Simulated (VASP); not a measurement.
A run of VASP 6.6.1 is set up as follows.

Contents of INCAR:

```
SYSTEM = CsEu
PREC = Accurate
ENCUT = 520
EDIFF = 1E-7
ISMEAR = -1
SIGMA = 0.05
LREAL = .FALSE.
LASPH = .TRUE.
NELM = 150
ALGO = Normal
ISIF = 2
LWAVE = .FALSE.
LCHARG = .FALSE.
ISPIN = 2
MAGMOM = 10.5 0
LORBIT = 11
NUPDOWN = 10.5
LMAXMIX = 6
GGA = PE
NBANDS = 24
```

File KPOINTS:

```
regular mesh
0
G
  6 6 3
  0 0 0
```

Contents of POSCAR:

```
CsEu
1.0
    4.4644198847      0.0000000000      0.0000000000
   -2.2322099423      3.8663010333      0.0000000000
    0.0000000000      0.0000000000      8.0086310000
Eu Cs
1 1
Direct
    0.6666666667      0.3333333333      0.0000000000
    0.0000000000      0.0000000000      0.5000000000
```

Potentials or basis: VASP PAW PBE potentials, release 64 (Eu, Cs_sv).

Command:

```console
$ cat potpaw_PBE.64/Eu/POTCAR potpaw_PBE.64/Cs_sv/POTCAR > POTCAR
$ mpirun -np 1 vasp_std > vasp.out
```

Question: Predict the pressure.

Answer: -1.0 GPa.

Stress tensor (GPa, compression positive):
```
-0.87  0.00  0.00
 0.00 -0.87  0.00
 0.00  0.00 -1.37
```

Caveat: the total moment is fixed, so each spin has its own Fermi level and the state may be an excited one. The state reached can hang on the start; a lower one may exist.
